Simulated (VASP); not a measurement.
# TaSi2 in VASP: further runs

TaSi2 is run at these levels: r2SCAN, PBEsol; tasks: single point.

Everything below comes from runs of VASP 6.6.1. Logs are shortened: lines on timing, memory, paths and dates and some standing lists are left out, and cuts for length are marked.

## (1) The cell of the first run

The structure is hexagonal, space group P6_222 (No. 180). The conventional cell has a = 4.773 Å, b = 4.773 Å, c = 6.568 Å, α = 90.00°, β = 90.00°, γ = 120.00°. Ta (site symmetry 222) has 10 Si at 2.61 to 2.82 Å and 4 Ta at 3.24 Å within 3.4 Å. Si (site symmetry 2) has 9 Si at 2.55 to 3.32 Å and 5 Ta at 2.61 to 2.82 Å within 3.4 Å.

## (2) Single point, r2SCAN

Input file POSCAR:

```
TaSi2
1.0
    4.7732586985      0.0000000000      0.0000000000
   -2.3866293492      4.1337632917      0.0000000000
    0.0000000000      0.0000000000      6.5681368599
Ta Si
3 6
Direct
    0.0000000000      0.5000000000      0.1666666667
    0.5000000000      0.5000000000      0.8333333333
    0.5000000000      0.0000000000      0.5000000000
    0.3174772519      0.1587386259      0.1666666667
    0.1587386259      0.8412613741      0.8333333333
    0.8412613741      0.6825227481      0.5000000000
    0.6825227481      0.8412613741      0.1666666667
    0.8412613741      0.1587386259      0.8333333333
    0.1587386259      0.3174772519      0.5000000000
```

Input file INCAR.step1:

```
SYSTEM = TaSi2
PREC = Accurate
ENCUT = 520
ISMEAR = -1
SIGMA = 0.05
LREAL = .False.
LASPH = .True.
NELM = 60
NBANDS = 38
GGA = PE
ALGO = Normal
EDIFF = 1E-4
LWAVE = .True.
LCHARG = .False.
```

Input file INCAR.step2:

```
SYSTEM = TaSi2
PREC = Accurate
ENCUT = 520
EDIFF = 1E-6
ISMEAR = -1
SIGMA = 0.05
LREAL = .False.
LASPH = .True.
NELM = 60
ALGO = Normal
ISIF = 2
LWAVE = .False.
LCHARG = .False.
METAGGA = R2SCAN
LMIXTAU = .True.
NBANDS = 38
ISTART = 1
```

Input file KPOINTS:

```
regular mesh
0
Gamma
  7 7 4
  0 0 0
```

Potentials or basis: VASP PAW PBE potentials, release 64 (Ta_pv, Si).

Launch:

```bash
$ cat potpaw_PBE.64/Ta_pv/POTCAR potpaw_PBE.64/Si/POTCAR > POTCAR
$ cp INCAR.step1 INCAR
$ mpirun -np 1 vasp_std > vasp.out
$ cp INCAR.step2 INCAR
$ mpirun -np 1 vasp_std > vasp.out
```

OUTCAR:

```text
SYSTEM = TaSi2
   PREC = Accurate
   ENCUT = 520
   EDIFF = 1E-6
   ISMEAR = -1
   LREAL = .False.
   LASPH = .True.
   NELM = 60
   ISIF = 2
   METAGGA = R2SCAN
   ISTART = 1

 ion  position               nearest neighbor table
   1  0.000  0.500  0.167-   6 2.61   9 2.61   8 2.61   5 2.61   4 2.72   7 2.72   7 2.72   4 2.72
                             7 2.82   4 2.82   3 3.24   3 3.24   2 3.24   2 3.24
   2  0.500  0.500  0.833-   6 2.61   9 2.61   7 2.61   4 2.61   8 2.72   5 2.72   5 2.72   8 2.72
                             8 2.82   5 2.82   3 3.24   3 3.24   1 3.24   1 3.24
   3  0.500  0.000  0.500-   4 2.61   7 2.61   5 2.61   8 2.61   9 2.72   6 2.72   9 2.72   6 2.72
                             9 2.82   6 2.82   2 3.24   2 3.24   1 3.24   1 3.24
   4  0.317  0.159  0.167-   9 2.55   5 2.55   3 2.61   2 2.61   7 2.62   1 2.72   1 2.72   1 2.82
                             7 2.82   7 2.82
   5  0.159  0.841  0.833-   6 2.55   4 2.55   3 2.61   1 2.61   8 2.62   2 2.72   2 2.72   2 2.82
                             8 2.82   8 2.82
   6  0.841  0.683  0.500-   5 2.55   7 2.55   1 2.61   2 2.61   9 2.62   3 2.72   3 2.72   3 2.82
                             9 2.82   9 2.82
   7  0.683  0.841  0.167-   6 2.55   8 2.55   3 2.61   2 2.61   4 2.62   1 2.72   1 2.72   1 2.82
                             4 2.82   4 2.82
   8  0.841  0.159  0.833-   9 2.55   7 2.55   3 2.61   1 2.61   5 2.62   2 2.72   2 2.72   2 2.82
                             5 2.82   5 2.82
   9  0.159  0.317  0.500-   8 2.55   4 2.55   1 2.61   2 2.61   6 2.62   3 2.72   3 2.72   3 2.82
                             6 2.82   6 2.82

  LATTYP: Found a hexagonal cell.
 ALAT       =     4.7732586985
 C/A-ratio  =     1.3760278407

  Lattice vectors:

 A1 = (   4.7732586985,   0.0000000000,   0.0000000000)
 A2 = (  -2.3866293492,   4.1337632917,   0.0000000000)
 A3 = (   0.0000000000,   0.0000000000,   6.5681368599)

Analysis of symmetry for initial positions (statically):
=====================================================================
 Subroutine PRICEL returns:
 Original cell was already a primitive cell.

 Routine SETGRP: Setting up the symmetry group for a
 hexagonal supercell.

 Subroutine GETGRP returns: Found 12 space group operations
 (whereof  4 operations were pure point group operations)
 out of a pool of 24 trial point group operations.

The static configuration has the point symmetry D_2 .
 The point group associated with its full space group is D_6 .

Analysis of symmetry for dynamics (positions and initial velocities):
=====================================================================
 Subroutine PRICEL returns:
 Original cell was already a primitive cell.

 Routine SETGRP: Setting up the symmetry group for a
 hexagonal supercell.

 Subroutine GETGRP returns: Found 12 space group operations
 (whereof  4 operations were pure point group operations)
 out of a pool of 24 trial point group operations.

The dynamic configuration has the point symmetry D_2 .
 The point group associated with its full space group is D_6 .

 Subroutine INISYM returns: Found 12 space group operations
 (whereof  4 operations are pure point group operations),
 and found     1 'primitive' translations

----------------------------------------------------------------------------------------

                                     Primitive cell

  volume of cell :     129.5993

  direct lattice vectors                    reciprocal lattice vectors
     4.773258699  0.000000000  0.000000000     0.209500482  0.120955160  0.000000000
    -2.386629349  4.133763292  0.000000000     0.000000000  0.241910320  0.000000000
     0.000000000  0.000000000  6.568136860     0.000000000  0.000000000  0.152250177

  length of vectors
     4.773258699  4.773258698  6.568136860     0.241910320  0.241910320  0.152250177

  position of ions in fractional coordinates (direct lattice)
     0.000000000  0.500000000  0.166666667
     0.500000000  0.500000000  0.833333333
     0.500000000  0.000000000  0.500000000
     0.317477252  0.158738626  0.166666667
     0.158738626  0.841261374  0.833333333
     0.841261374  0.682522748  0.500000000
     0.682522748  0.841261374  0.166666667
     0.841261374  0.158738626  0.833333333
     0.158738626  0.317477252  0.500000000

  ion indices of the primitive-cell ions
   primitive index   ion index
                 1           1
                 2           2
                 3           3
                 4           4
                 5           5
                 6           6
                 7           7
                 8           8
                 9           9

----------------------------------------------------------------------------------------

 KPOINTS: regular mesh

Automatic generation of k-mesh.
 Grid dimensions read from file:
 generate k-points for:    7    7    4

 Generating k-lattice:

  Cartesian coordinates                     Fractional coordinates (reciprocal lattice)
     0.029928640  0.017279309  0.000000000     0.142857143  0.000000000  0.000000000
     0.000000000  0.034558617  0.000000000     0.000000000  0.142857143  0.000000000
     0.000000000  0.000000000  0.038062544     0.000000000  0.000000000  0.250000000

  Length of vectors
     0.034558617  0.034558617  0.038062544

  Shift w.r.t. Gamma in fractional coordinates (k-lattice)
     0.000000000  0.000000000  0.000000000

 Subroutine IBZKPT returns following result:
 ===========================================

 Found     24 irreducible k-points:

 Following reciprocal coordinates:
            Coordinates               Weight
  0.000000  0.000000  0.000000      1.000000
  0.142857 -0.000000  0.000000      6.000000
  0.285714 -0.000000  0.000000      6.000000
  0.428571  0.000000  0.000000      6.000000
  0.142857  0.142857  0.000000      6.000000
  0.285714  0.142857  0.000000     12.000000
[... 16 lines left out ...]
  0.428571  0.142857  0.500000      6.000000
  0.285714  0.285714  0.500000      6.000000
   k-points           NKPTS =     24   k-points in BZ     NKDIM =     24   number of bands    NBANDS=     38
   number of dos      NEDOS =    301   number of ions     NIONS =      9
   total plane-waves  NPLWV =  64800
   dimension x,y,z NGX =    36 NGY =   36 NGZ =   50
   dimension x,y,z NGXF=    72 NGYF=   72 NGZF=  100
   ions per type =               3   6
   NGX,Y,Z   is equivalent  to a cutoff of  12.54, 12.54, 12.66 a.u.
   NGXF,Y,Z  is equivalent  to a cutoff of  25.08, 25.08, 25.31 a.u.
 SYSTEM =  TaSi2
   PREC   = accura    normal or accurate (medium, high low for compatibility)
   ISTART =      1    job   : 0-new  1-cont  2-samecut
   ICHARG =      0    charge: 1-file 2-atom 10-const
   ISPIN  =      1    spin polarized calculation?
   LNONCOLLINEAR =      F non collinear calculations
   LSORBIT =      F    spin-orbit coupling
   LASPH  =      T    aspherical Exc in radial PAW
   ENCUT  =  520.0 eV  38.22 Ry    6.18 a.u.   8.88  8.88 12.21*2*pi/ulx,y,z
   NELM   =     60;   NELMIN=  2; NELMDL=  0     # of ELM steps
   EDIFF  = 0.1E-05   stopping-criterion for ELM
   LREAL  =      F    real-space projection
   EDIFFG = 0.1E-04   stopping-criterion for IOM
   NSW    =      0    number of steps for IOM
   IBRION =     -1    ionic relax: 0-MD 1-quasi-New 2-CG
   NFREE  =      0    steps in history (QN), initial steepest desc. (CG)
   ISIF   =      2    stress and relaxation
   ISYM   =      2    0-nonsym 1-usesym 2-fastsym
   POTIM  = 0.5000    time-step for ionic-motion
   TEBEG  =    0.0;   TEEND  =   0.0 temperature during run
   PSTRESS=    0.0 pullay stress
   NELECT =      57.0000    total number of electrons
   NUPDOWN=      -1.0000    fix difference up-down
   EMIN   =  10.00;   EMAX   =-10.00  energy-range for DOS
   EFERMI =   0.00;   METHOD = LEGACY
   ISMEAR =    -1;   SIGMA  =   0.05  broadening in eV -4-tet -1-fermi 0-gaus
   EFERMI_NEDOS =   21; number of points for ismear=-14 and -15
   IALGO  =     38    algorithm
   IMIX   =      4    mixing-type and parameters
     AMIX     =   0.40;   BMIX     =  1.00
     AMIX_MAG =   1.60;   BMIX_MAG =  1.00
  volume/ion in A,a.u.               =      14.40        97.18
  Fermi-wavevector in a.u.,A,eV,Ry     =   1.244989  2.352688 21.088999  1.549998
  Thomas-Fermi vector in A             =   2.379231
   LORBIT       =      0    0 simple, 1 ext, 2 COOP (PROOUT), +10 PAW based schemes
   METAGGA = R2SCAN    functional components
   LHFCALC =     F    Hartree Fock is set to
   AEXX    =    0.0000 exact exchange contribution
   IVDW    =     0    specifies the selected vdW correction
   LEPSILON=     F    determine dielectric tensor
   LRPA    =     F    only Hartree local field effects (RPA)
 non-spin polarized calculation
  energy-cutoff  :      520.00
  volume of cell :      129.60
 maximum number of plane-waves:      3511
 NGX is ok and might be reduce to    36
   NGX = 17   NGY = 17   NGZ = 25

 number of electron      57.0000002 magnetization

 Free energy of the ion-electron system (eV)
  ---------------------------------------------------
  ext. energy  EPLUGINS =         0.00000000
  ---------------------------------------------------
  free energy    TOTEN  =      -202.43791188 eV

  energy without entropy =     -202.41295286  energy(sigma->0) =     -202.42543237

 E-fermi :   9.3968     XC(G=0): -13.0100

 val. band max:        9.3957899948   @ k =   0.4286   0.1429   0.2500
 cond. band min:       9.4135209185   @ k =   0.4286   0.1429   0.0000
 fundamental gap:      0.0177309237
 Fermi energy:         9.3967740389

 k-point     1 :       0.0000    0.0000    0.0000
  band No.  band energies     occupation
      1     -26.2031      2.00000
      2     -26.1981      2.00000
      3     -26.1980      2.00000
      4     -26.1307      2.00000
      5     -26.1307      2.00000
      6     -26.0236      2.00000
[... 30 lines left out ...]
     37      13.5735      0.00000
     38      13.7102      0.00000

 k-point     2 :       0.1429   -0.0000    0.0000
  band No.  band energies     occupation
      1     -26.2261      2.00000
      2     -26.2033      2.00000
      3     -26.1781      2.00000
      4     -26.1318      2.00000
      5     -26.1278      2.00000
      6     -26.0296      2.00000
[... 30 lines left out ...]
     37      13.3911      0.00000
     38      13.5922      0.00000

 k-point     3 :       0.2857   -0.0000    0.0000
  band No.  band energies     occupation
      1     -26.2461      2.00000
      2     -26.2137      2.00000
      3     -26.1665      2.00000
      4     -26.1349      2.00000
      5     -26.1207      2.00000
      6     -26.0331      2.00000
[... 30 lines left out ...]
     37      13.2335      0.00000
     38      13.9230      0.00000

 k-point     4 :       0.4286    0.0000    0.0000
  band No.  band energies     occupation
      1     -26.2566      2.00000
      2     -26.2211      2.00000
      3     -26.1631      2.00000
      4     -26.1378      2.00000
      5     -26.1159      2.00000
      6     -26.0373      2.00000
[... 30 lines left out ...]
     37      13.4296      0.00000
     38      13.8469      0.00000
[... 703 lines left out ...]
      4     -26.1371      2.00000
      5     -26.0836      2.00000
      6     -26.0569      2.00000
[... 30 lines left out ...]
     37      13.2343      0.00000
     38      13.5319      0.00000

 k-point    23 :       0.4286    0.1429    0.5000
  band No.  band energies     occupation
      1     -26.2498      2.00000
      2     -26.2180      2.00000
      3     -26.2051      2.00000
      4     -26.1351      2.00000
      5     -26.0839      2.00000
      6     -26.0556      2.00000
[... 30 lines left out ...]
     37      12.7156      0.00000
     38      13.3435      0.00000

 k-point    24 :       0.2857    0.2857    0.5000
  band No.  band energies     occupation
      1     -26.2479      2.00000
      2     -26.2167      2.00000
      3     -26.2162      2.00000
      4     -26.1191      2.00000
      5     -26.0970      2.00000
      6     -26.0531      2.00000
[... 30 lines left out ...]
     37      13.1065      0.00000
     38      13.3878      0.00000

------------------------ aborting loop because EDIFF is reached ----------------------------------------

  FORCE on cell =-STRESS in cart. coord.  units (eV):
  Direction    XX          YY          ZZ          XY          YZ          ZX
  --------------------------------------------------------------------------------------
  -------------------------------------------------------------------------------------
  Total        0.2655988      0.2655988      0.1801750      0.0000000     -0.0000000      0.0000000
  in kB        3.2834760      3.2834760      2.2274217      0.0000000     -0.0000000      0.0000000
  external PRESSURE =       2.9314579 kB  Pullay stress =       0.0000000 kB

 VOLUME and BASIS-vectors are now :
 -----------------------------------------------------------------------------
  energy-cutoff  :      520.00
  volume of cell :      129.60
      direct lattice vectors                 reciprocal lattice vectors
     4.773258699  0.000000000  0.000000000     0.209500482  0.120955160  0.000000000
    -2.386629349  4.133763292  0.000000000     0.000000000  0.241910320  0.000000000
     0.000000000  0.000000000  6.568136860     0.000000000  0.000000000  0.152250177

 POSITION                                       TOTAL-FORCE (eV/Angst)
 -----------------------------------------------------------------------------------
     -1.19331      2.06688      1.09469         0.000000      0.000000     -0.000000
      1.19331      2.06688      5.47345         0.000000     -0.000000     -0.000000
      2.38663      0.00000      3.28407         0.000000      0.000000     -0.000000
      1.13655      0.65619      1.09469        -0.007566     -0.004368     -0.000000
     -1.25008      3.47758      5.47345        -0.007566      0.004368      0.000000
      2.38663      2.82139      3.28407         0.000000      0.008736     -0.000000
      1.25008      3.47758      1.09469         0.007566      0.004368      0.000000
      3.63671      0.65619      5.47345         0.007566     -0.004368      0.000000
     -0.00000      1.31238      3.28407        -0.000000     -0.008736     -0.000000
 -----------------------------------------------------------------------------------
    total drift:                               -0.000000     -0.000000      0.000001

  FREE ENERGIE OF THE ION-ELECTRON SYSTEM (eV)
  ---------------------------------------------------
  free  energy   TOTEN  =      -202.4379118773 eV

  energy  without entropy=     -202.4129528599  energy(sigma->0) =     -202.42543237
```

Wall time 11 min (1 thread of Intel Xeon 8259CL, shared host); peak memory 0.31 GiB.

Results:

```yaml
Free_energy: -202.4379 eV
Pressure: 0.3 GPa
Largest_force: 0.009 eV/Å
Band_gap_on_the_k_mesh: zero (an odd number of electrons rules out a gap without spin polarisation)
```

Forces on the atoms (eV/Å):
```
Ta   0.000  0.000  0.000
Ta   0.000  0.000  0.000
Ta   0.000  0.000  0.000
Si  -0.008 -0.004  0.000
Si  -0.008  0.004  0.000
Si   0.000  0.009  0.000
Si   0.008  0.004  0.000
Si   0.008 -0.004  0.000
Si   0.000 -0.009  0.000
```

Stress tensor (GPa, compression positive):
```
0.33 0.00 0.00
0.00 0.33 0.00
0.00 0.00 0.22
```

Caveat: the PAW data sets were made with another functional, which shifts forces and pressure a little; spin-orbit coupling is left out, which moves the levels of the heavy elements.

(Part 1 of 2 ends here.)
